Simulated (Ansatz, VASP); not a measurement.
**One calculation of CaPtCl6, two programs**

File INCAR:

```
SYSTEM = CaPtCl6
PREC = Accurate
ENCUT = 520
EDIFF = 1E-7
ISMEAR = 0
SIGMA = 0.02
LREAL = .FALSE.
LASPH = .TRUE.
NELM = 60
ALGO = Normal
ISIF = 2
LWAVE = .FALSE.
LCHARG = .FALSE.
GGA = CA
NBANDS = 41
```

Contents of KPOINTS:

```
regular mesh
0
G
  6 6 6
  0 0 0
```

POSCAR

```
CaPtCl6
1.0
    3.1871565445      1.8401056889      5.8276911771
   -3.1871565445      1.8401056889      5.8276911771
    0.0000000000     -3.6802113779      5.8276911771
Ca Pt Cl
1 1 6
Direct
    0.5000000000      0.5000000000      0.5000000000
    0.0000000000      0.0000000000      0.0000000000
    0.0549276585      0.3895682679      0.7874435221
    0.9450723415      0.6104317321      0.2125564779
    0.3895682679      0.7874435221      0.0549276585
    0.6104317321      0.2125564779      0.9450723415
    0.2125564779      0.9450723415      0.6104317321
    0.7874435221      0.0549276585      0.3895682679
```

Input for Ansatz:

```yaml
crystal:
  lattice:
    - [3.1871565445, 1.8401056889, 5.8276911771]
    - [-3.1871565445, 1.8401056889, 5.8276911771]
    - [0.0, -3.6802113779, 5.8276911771]
  atoms:
    - { symbol: Ca, position: [0.5, 0.5, 0.5] }
    - { symbol: Pt, position: [0.0, 0.0, 0.0] }
    - { symbol: Cl, position: [0.0549276585, 0.3895682679, 0.7874435221] }
    - { symbol: Cl, position: [0.9450723415, 0.6104317321, 0.2125564779] }
    - { symbol: Cl, position: [0.3895682679, 0.7874435221, 0.0549276585] }
    - { symbol: Cl, position: [0.6104317321, 0.2125564779, 0.9450723415] }
    - { symbol: Cl, position: [0.2125564779, 0.9450723415, 0.6104317321] }
    - { symbol: Cl, position: [0.7874435221, 0.0549276585, 0.3895682679] }
basis:
  ecutwfc: 420
kpoints:
  mp_grid: { grid: [6, 6, 6] }
  band_path:
    path:
      - [[0.0, 0.0, 0.0], [-0.5, -0.5, -0.5], [-0.5, -0.23313292, -0.76686708]]
      - [[-0.23313292, 0.23313292, -0.5], [0.0, 0.0, -0.5], [0.0, 0.0, 0.0], [0.0, 0.36656646, -0.36656646]]
      - [[-0.36656646, 0.0, -0.63343354], [-0.5, 0.0, -0.5], [0.0, 0.0, 0.0]]
    npoints: 14
hamiltonian:
  xc: lda
scf:
  occupations: { method: gaussian, width: 0.02 }
  n_extra_bands: 20
output:
  forces: true
  stress: true
  eigenvalues: true
  populations: true
  dos: { projected: true, de: 0.02, nscf_kmesh: { grid: [9, 9, 9] } }
  bader: true
  write_density: true
  write_potential: true
  elf: true
  volumetric_format: npy
```

Alike in both runs: task single point; functional LDA; k mesh 6 × 6 × 6; occupations gaussian, width 0.02 eV; no spin polarisation.

```csv
,VASP,Ansatz
version,VASP 6.6.1,Ansatz 0.2.0
potentials or method,"VASP PAW LDA potentials, release 64 (Ca_sv, Pt, Cl), cutoff 520 eV","scalar-relativistic, plane waves, PAW"
valence electrons in the cell,62,70
```

VASP gave:

* gap on the k mesh at the Fermi level (eV): 1.55
* least direct gap on the mesh (eV): 1.60
* pressure (GPa): -4.6
* rms of the force components (eV/Å): 0.189

Q: Which values does Ansatz return?

A: gap on the k mesh at the Fermi level (eV): 1.55; least direct gap on the mesh (eV): 1.60; pressure (GPa): -4.6; rms of the force components (eV/Å): 0.184.

LDA's correlation is that of Perdew and Zunger in VASP and of Perdew and Wang (1992) in Ansatz. Atom by atom the forces differ by 0.006 eV/Å (rms over components). VASP's potentials hold 62 valence electrons a cell and Ansatz's 70, so a difference there can come from the potentials and not from the codes.

Spin-orbit coupling is off throughout.
